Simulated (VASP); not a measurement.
Input of a VASP 6.6.1 run:

File INCAR:

```
ALGO = Normal
EDIFF = 1E-6
ENCUT = 520
GGA = PS
ISIF = 2
ISMEAR = 0
IVDW = 12
LASPH = True
LCHARG = False
LREAL = False
LWAVE = False
NBANDS = 12
NELM = 100
PREC = Accurate
SIGMA = 0.1
```

Contents of KPOINTS:

```
k-points
0
Gamma
  8 8 8
```

The input POSCAR:

```
La
1.0
   -2.1238310700      2.1238310700      2.1238310700
    2.1238310700     -2.1238310700      2.1238310700
    2.1238310700      2.1238310700     -2.1238310700
La
1
Direct
    0.0000000000      0.0000000000      0.0000000000
```

Potentials or basis: VASP PAW PBE potentials, release 64 (La).

Run with:

```sh
$ cat potpaw_PBE.64/La/POTCAR > POTCAR
$ mpirun -np 1 vasp_std > vasp.out
```

Predict the dispersion energy per atom.

-0.485 eV.

Predict the band gap on the k mesh.

zero (an odd number of electrons rules out a gap without spin polarisation).

Estimate the pressure.

-4.7 GPa.

Caveat: the cell stands under tension; the PAW data sets were made with another functional, which shifts forces and pressure a little; spin-orbit coupling is left out, which moves the levels of the heavy elements.
